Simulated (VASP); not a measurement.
Wanted: the native input for a VASP 6.6.1 run.

```
Task                   : single point
Functional             : PBE
Potentials or basis    : VASP PAW PBE potentials, release 64 (Al, Ru_pv)
Cutoff                 : 520 eV
k mesh                 : 16 × 16 × 16
Occupations            : gaussian, width 0.15 eV
Spin                   : no spin polarisation
Dipole correction      : no
Further INCAR settings : ALGO = Fast; EDIFF = 1e-06; NBANDS = 16
```

The structure of AlRu lies in POSCAR:

```
AlRu
1.0
    2.9916000000      0.0000000000      0.0000000000
    0.0000000000      2.9916000000      0.0000000000
    0.0000000000      0.0000000000      2.9916000000
Al Ru
1 1
Direct
   -0.0752105897      0.0000000000     -0.0752105897
    0.5000000000      0.5000000000      0.5000000000
```

This cell differs from its parent crystal: atom 1 (Al) moved by (-0.225, -0.225) A along x and z.

The input as run:

INCAR

```
SYSTEM = AlRu
ALGO = Fast
EDIFF = 1E-6
ENCUT = 520
GGA = PE
ISIF = 2
ISMEAR = 0
LASPH = .TRUE.
LCHARG = .FALSE.
LREAL = .FALSE.
LWAVE = .FALSE.
NBANDS = 16
NELM = 80
PREC = Accurate
SIGMA = 0.15
```

KPOINTS

```
k-points
0
G
  16 16 16
  0 0 0
```

Potentials or basis: VASP PAW PBE potentials, release 64 (Al, Ru_pv).

The run is started by

```bash
$ cat potpaw_PBE.64/Al/POTCAR potpaw_PBE.64/Ru_pv/POTCAR > POTCAR
$ mpirun -np 1 vasp_std > vasp.out
```

It gave:

```
Pressure               : 10.6 GPa
Largest force          : 2.837 eV/Å
Band gap on the k mesh : zero (an odd number of electrons rules out a gap without spin polarisation)
```

Caveat: the cell differs from its parent crystal (atom 1 (Al) moved by (-0.225, -0.225) A along x and z); the cell stands under pressure; forces of over 1 eV/Å act on the atoms, so gaps and moduli don't describe the material at rest.

Wall time 3.5 min on 1 thread of Intel Xeon 8259CL (shared host), peak memory 0.37 GiB.
